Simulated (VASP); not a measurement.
The system is LiH.

```
Li H
1.0
     3.24509    0.00000    0.00000
    -1.62254    2.81033    0.00000
     0.00000    0.00000    4.06844
Li H
2 2
Direct
  0.33333 0.66667 0.93750
  0.66667 0.33333 0.43750
  0.33333 0.66667 0.43750
  0.66667 0.33333 0.93750
```

This cell differs from its parent crystal: biaxial xy strain -0.3%.

Base run:

* Program: VASP 6.6.1
* Functional: r2SCAN
* Potentials or basis: VASP PAW PBE potentials, release 64 (Li_sv, H)
* Cutoff: 520 eV
* k mesh: 12 × 12 × 6
* Occupations: gaussian, width 0.01 eV
* Spin: no spin polarisation

Its results: band gap on the k mesh 2.31 eV (least direct gap 3.59 eV).

Task: The run is repeated on the same cell with these changes: functional from r2SCAN to HSE06; k mesh from 12 × 12 × 6 to 6 × 6 × 4. What comes out?

Result: Band gap on the k mesh 2.75 eV (least direct gap 4.04 eV).

Several settings changed at once.

A k mesh can miss the band edges.
